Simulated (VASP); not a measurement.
The system is AlN.

```
CELL_PARAMETERS angstrom
3.08862 0.00000 0.00000
-1.54431 2.67482 0.00000
0.00000 0.00000 5.33910
ATOMIC_POSITIONS crystal
Al 0.33333 0.66667 0.00152
Al 0.66667 0.33333 0.50152
N 0.33333 0.66667 0.38348
N 0.66667 0.33333 0.88348
```

```yaml
Program: VASP 6.6.1
Task: relaxation of the atoms
Functional: LDA
Potentials_or_basis: VASP PAW LDA potentials, release 64 (Al, N)
Cutoff: 520 eV
k_mesh: 9 × 9 × 6
Occupations: gaussian, width 0.05 eV
Spin: no spin polarisation
```

At the start: pressure -11.7 GPa; volume 11.03 Å³/atom.

Problem. Where does the relaxation end?

Solution. Over 3 steps the energy falls by 5.4 meV/atom; space group P6_3mc (No. 186, to 0.05 Å).

Step by step:
```csv
step,energy change (eV),largest force (eV/Å),pressure (GPa)
1,0.0000,0.4167,-11.68
2,-0.0207,0.0871,-12.54
3,-0.0215,0.0003,-12.71
```

Final structure:
```
Al N
1.0
     3.08862    0.00000    0.00000
    -1.54431    2.67482    0.00000
     0.00000    0.00000    5.33910
Al N
2 2
Direct
  0.33333 0.66667 0.00617
  0.66667 0.33333 0.50617
  0.33333 0.66667 0.37883
  0.66667 0.33333 0.87883
```
